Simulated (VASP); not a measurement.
**BaTiO3: relaxation of cell and atoms with r2SCAN**

The system is BaTiO3.

```
Ba Ti O
1.0
     3.98543    0.00000    0.00000
     0.00000    3.98543    0.00000
     0.00000    0.00000    4.20048
Ba Ti O
1 1 3
Direct
  0.50000 0.50000 0.59126
  0.00000 0.00000 0.10842
  0.00000 0.50000 0.06025
  0.50000 0.00000 0.06025
  0.00000 0.00000 0.53981
```

| Quantity | Value |
| --- | --- |
| Program | VASP 6.6.1 |
| Task | relaxation of cell and atoms |
| Functional | r2SCAN |
| Potentials or basis | VASP PAW PBE potentials, release 64 (Ba_sv, Ti_sv, O) |
| Cutoff | 600 eV |
| k mesh | 6 × 6 × 6 |
| Occupations | fermi-dirac, width 0.02 eV |
| Spin | no spin polarisation |
| Dipole correction | no |
| Further INCAR settings | ALGO = Normal; EDIFF = 1e-06; IBRION = 2; EDIFFG = -0.005; NSW = 80; ISIF = 3 |

```json
{
  "Relaxed volume": "13.08 Å³/atom",
  "Relaxed cell": "a = 3.987 Å, b = 3.987 Å, c = 4.114 Å, α = 90.00°, β = 90.00°, γ = 90.00°",
  "Space group after relaxing (to 0.05 Å)": "P4mm (No. 99)",
  "Energy gained by relaxing": "2.2 meV/atom",
  "Ionic steps": "14",
  "Pressure after relaxing": "0.0 GPa",
  "Largest force after relaxing": "0.005 eV/Å",
  "Band gap on the k mesh": "2.18 eV, indirect (least direct gap 2.66 eV)"
}
```

Forces on the atoms (eV/Å):
```
Ba   0.000  0.000  0.005
Ti   0.000  0.000 -0.002
O    0.000  0.000 -0.001
O    0.000  0.000 -0.001
O    0.000  0.000 -0.001
```

Step by step:
| step | energy change (eV) | largest force (eV/Å) | pressure (GPa) | volume (Å³) |
| --- | --- | --- | --- | --- |
| 1 | 0.0000 | 0.1070 | -1.52 | 66.72 |
| 2 | -0.0023 | 0.2294 | 1.38 | 65.51 |
| 3 | -0.0040 | 0.1576 | 0.23 | 65.97 |
| 4 | -0.0060 | 0.0894 | 0.10 | 65.85 |
| 5 | -0.0063 | 0.0972 | 0.03 | 65.77 |
| 6 | -0.0079 | 0.0829 | 0.01 | 65.71 |
| 7 | -0.0104 | 0.0432 | -0.02 | 65.55 |
| 8 | -0.0082 | 0.1078 | 0.07 | 65.23 |
| 9 | -0.0108 | 0.0453 | -0.01 | 65.46 |
| 10 | -0.0108 | 0.0474 | -0.01 | 65.45 |
| 11 | -0.0109 | 0.0181 | -0.03 | 65.44 |
| 12 | -0.0110 | 0.0063 | -0.05 | 65.43 |
| 13 | -0.0110 | 0.0068 | 0.05 | 65.39 |
| 14 | -0.0110 | 0.0049 | 0.03 | 65.40 |

Final structure:
```yaml
crystal:
  lattice:
    - [3.98714, 0.00000, 0.00000]
    - [0.00000, 3.98714, 0.00000]
    - [0.00000, 0.00000, 4.11420]
  atoms:
    - { symbol: Ba, position: [0.50000, 0.50000, 0.58314] }
    - { symbol: Ti, position: [0.00000, 0.00000, 0.10132] }
    - { symbol: O, position: [0.00000, 0.50000, 0.06397] }
    - { symbol: O, position: [0.50000, 0.00000, 0.06397] }
    - { symbol: O, position: [0.00000, 0.00000, 0.54759] }
```

Levels at points of the mesh, in eV from the valence-band top:
```csv
k point,band 17,band 18,band 19,band 20,band 21,band 22,band 23,band 24
"(0.00, 0.00, 0.00)",-1.28,-0.68,-0.48,-0.48,2.18,2.61,2.61,4.29
"(0.50, 0.00, 0.00)",-1.93,-1.71,-1.34,-1.17,2.71,3.85,3.92,4.36
"(0.50, 0.50, 0.00)",-2.00,-1.11,-1.11,-0.07,3.95,3.95,4.33,4.74
"(0.00, 0.00, 0.50)",-2.03,-1.99,-0.76,-0.76,2.31,3.84,3.84,4.29
"(0.50, 0.00, 0.50)",-1.87,-1.08,-1.03,-0.38,3.85,3.88,4.21,5.16
"(0.50, 0.50, 0.50)",-2.58,-0.31,-0.31,0.00,4.45,4.45,4.52,6.83
```

Run time: 41 min on 1 thread of Oxide Virtual Turin-like Processor, on a shared host, peak memory 0.23 GiB.

Caveat: the PAW data sets were made with another functional, which shifts forces and pressure a little; spin-orbit coupling is left out, which moves the levels of the heavy elements. r2SCAN opens gaps a little over a GGA but as a rule still falls short of measured ones.
